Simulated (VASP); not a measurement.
BaS: single point with PBE

The system is BaS.

```
Ba S
1.0
     0.00000    3.21180    3.21180
     3.21180    0.00000    3.21180
     3.21180    3.21180    0.00000
Ba S
1 1
Cartesian
  0.0000 0.0000 0.0000
  3.2118 3.2118 3.2118
```

```json
{
  "Program": "VASP 6.6.1",
  "Task": "single point",
  "Functional": "PBE",
  "Potentials or basis": "VASP PAW PBE potentials, release 64 (Ba_sv, S)",
  "Cutoff": "520 eV",
  "k mesh": "8 × 8 × 8",
  "Occupations": "gaussian, width 0.01 eV",
  "Spin": "non-collinear spin, zero start, spin-orbit coupling",
  "Starting moments": "[[0.0, 0.0, 0.0], [0.0, 0.0, 0.0]] μB",
  "Dipole correction": "no",
  "Further INCAR settings": "ALGO = Normal; EDIFF = 1e-06; NBANDS = 28"
}
```

| Item | Value |
| --- | --- |
| Pressure | 0.6 GPa |
| Net moment | 0.00 μB per cell |
| Valence electrons inside the program's atomic spheres | Ba 7.90; S 3.75 |

Moments on the atoms (μB; x, y, z):
```
Ba  0.00 0.00 0.00
S   0.00 0.00 0.00
```

Wall time 2.8 min on 1 thread of Intel Xeon 6975P-C, with other jobs on the host, peak memory 0.41 GiB.
